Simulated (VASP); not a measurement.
The system is MoS2.

```
Mo S
1.0
     1.59215    0.91923    6.48210
    -1.59215    0.91923    6.48210
     0.00000   -1.83846    6.48210
Mo S
1 2
Direct
  0.00022 0.00022 0.00022
  0.58707 0.58707 0.58707
  0.74670 0.74670 0.74670
```

| Quantity | Value |
| --- | --- |
| Program | VASP 6.6.1 |
| Task | relaxation of cell and atoms |
| Functional | PBE |
| Dispersion | D3(BJ) |
| Potentials or basis | VASP PAW PBE potentials, release 64 (Mo_sv, S) |
| Cutoff | 600 eV |
| k mesh | 12 × 12 × 12 |
| Occupations | gaussian, width 0.02 eV |
| Spin | no spin polarisation |

At the start: pressure -2.2 GPa; volume 18.97 Å³/atom.

Q: Where does the relaxation end?

A: Over 15 steps the energy falls by 17.4 meV/atom and the volume is 17.20 Å³/atom (-9.4 %); space group R3m (No. 160, to 0.1 Å) before and after.

The path:
```csv
step,energy change (eV),largest force (eV/Å),pressure (GPa),volume (Å³)
1,0.0000,0.1389,-2.18,56.92
2,-0.0047,0.5260,2.53,54.82
3,-0.0101,0.3581,0.46,55.69
4,-0.0157,0.0317,-0.36,55.31
5,-0.0158,0.0688,-0.27,55.35
6,-0.0215,0.0688,-0.25,54.96
7,-0.0366,0.0763,-0.08,53.79
8,-0.0515,0.1083,0.82,51.44
9,-0.0269,0.6372,-4.37,52.17
10,-0.0522,0.0066,0.05,51.54
11,-0.0522,0.0086,0.04,51.55
12,-0.0522,0.0176,0.01,51.59
13,-0.0522,0.0063,0.02,51.57
14,-0.0522,0.0118,-0.08,51.62
15,-0.0522,0.0039,-0.01,51.59
```

Final structure:
```xyz
3
Lattice="1.5764 0.9101 5.9928 -1.5764 0.9101 5.9928 0.0000 -1.8202 5.9928" Properties=species:S:1:pos:R:3 pbc="T T T"
Mo    0.0000    0.0000    0.0045
S     0.0000    0.0000   10.4263
S     0.0000    0.0000   13.5522
```
